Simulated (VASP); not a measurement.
**Sr4CaTi3O12 (a cell with a defect): single point with PBEsol**

The system is Sr4CaTi3O12 (a cell with a defect).

```
Sr Ca Ti O
1.0
     7.78282    0.00000    0.00000
     0.00000    7.78282    0.00000
     0.00000    0.00000    7.78282
Sr Ca Ti O
8 2 6 24
Cartesian
  0.0905 7.7150 0.0175
  7.6602 0.0848 3.9172
  0.1565 3.7567 0.0187
  7.6405 3.9937 3.9019
  3.9992 7.7161 7.7595
  3.7841 0.0378 3.8874
  3.9318 3.7161 0.0224
  3.8174 4.0824 3.8814
  1.9626 1.9253 1.9955
  5.8150 5.8271 5.8738
  1.9101 1.9493 5.8114
  1.9623 5.8385 1.8600
  1.9095 5.8857 5.8230
  5.8319 1.9362 2.0070
  5.8100 1.9304 5.8515
  5.8924 5.8143 1.9210
  1.7573 1.7148 7.6497
  2.4231 2.1405 4.0584
  2.1184 6.1326 0.0118
  1.7169 5.6017 3.9072
  6.0426 2.1928 7.7528
  5.6402 1.6655 3.8811
  5.3497 5.6559 0.1657
  6.0017 6.0851 3.7464
  7.6503 2.2311 2.1867
  0.0428 2.1535 5.5744
  7.7473 5.5974 1.6597
  0.1163 5.5645 6.1612
  4.0492 1.7107 1.6025
  3.9366 1.7296 6.0708
  3.8452 6.0489 2.1635
  3.7225 6.0600 5.5829
  1.6422 7.6180 2.2986
  1.7031 7.7806 5.6102
  2.1740 4.0264 1.7220
  2.1232 3.8870 6.0632
  6.0678 0.0007 1.7393
  6.1730 0.1373 6.0885
  5.6340 3.8864 2.1713
  5.6539 3.7378 5.4818
```

```
Program                : VASP 6.6.1
Task                   : single point
Functional             : PBEsol
Potentials or basis    : VASP PAW PBE potentials, release 64 (Sr_sv, Ca_sv, Ti_sv, O)
Cutoff                 : 520 eV
k mesh                 : 1 × 1 × 1, shifted
Occupations            : fermi-dirac, width 0.05 eV
Spin                   : no spin polarisation
Dipole correction      : no
Further INCAR settings : LREAL = Auto; ALGO = Normal; EDIFF = 1e-06; NBANDS = 184; ISYM = 0
```

```yaml
Pressure: 13.4 GPa
Largest_force: 0.375 eV/Å
Band_gap_on_the_k_mesh: zero (band 158 reaches 3.25 eV, above the bottom of band 159 at 3.24 eV)
```

Forces in eV/Å, atoms in the order of the input:
```
Sr  -0.028  0.038  0.037
Sr  -0.010 -0.046 -0.005
Sr  -0.085 -0.006 -0.008
Sr   0.075 -0.002  0.031
Sr  -0.030  0.013  0.020
Sr   0.034 -0.008 -0.080
Sr   0.000  0.073 -0.115
Sr   0.009 -0.049  0.073
Ca   0.007 -0.097 -0.003
Ca   0.046 -0.047  0.031
Ti   0.029  0.170  0.070
Ti   0.007  0.151  0.343
Ti  -0.065 -0.280 -0.119
Ti  -0.025 -0.070 -0.162
Ti  -0.005  0.206  0.045
Ti  -0.143  0.050 -0.042
O    0.042 -0.026 -0.061
O   -0.040 -0.048  0.039
O   -0.027 -0.056 -0.094
O   -0.037  0.063 -0.063
O    0.043 -0.042  0.106
O    0.013  0.023 -0.014
O    0.116 -0.020  0.002
O    0.012 -0.058  0.011
O    0.013 -0.065 -0.004
O   -0.060 -0.014 -0.015
O   -0.020  0.079  0.066
O    0.117  0.007  0.037
O    0.025  0.027  0.074
O   -0.140 -0.028 -0.014
O    0.080 -0.016 -0.040
O    0.024  0.023 -0.001
O    0.017 -0.029 -0.020
O    0.058  0.016  0.035
O   -0.001 -0.036 -0.021
O    0.047  0.080 -0.053
O   -0.007  0.040 -0.054
O   -0.034  0.000 -0.040
O   -0.044  0.053 -0.025
O   -0.013 -0.068  0.035
```

Stress tensor (GPa, compression positive):
```
14.12  0.09 -0.01
 0.09 13.28  0.10
-0.01  0.10 12.69
```

Levels at points of the mesh, in eV from the Fermi level:
```tsv
k point	band 154	band 155	band 156	band 157	band 158	band 159	band 160	band 161	band 162	band 163
(0.25, 0.25, 0.25)	-0.19	-0.13	-0.10	-0.06	0.00	0.01	0.04	3.52	3.56	3.62
```

It took 22 min on 1 thread of Intel(R) Xeon(R) Platinum 8375C CPU @ 2.90GHz (Ice Lake), on a shared host, peak memory 0.63 GiB.

Caveat: the k points lie up to 0.81 Å⁻¹ apart; the PAW data sets were made with another functional, which shifts forces and pressure a little; semilocal functionals often make such compounds metallic where correlation or magnetic order opens a gap, which also shifts bond lengths.
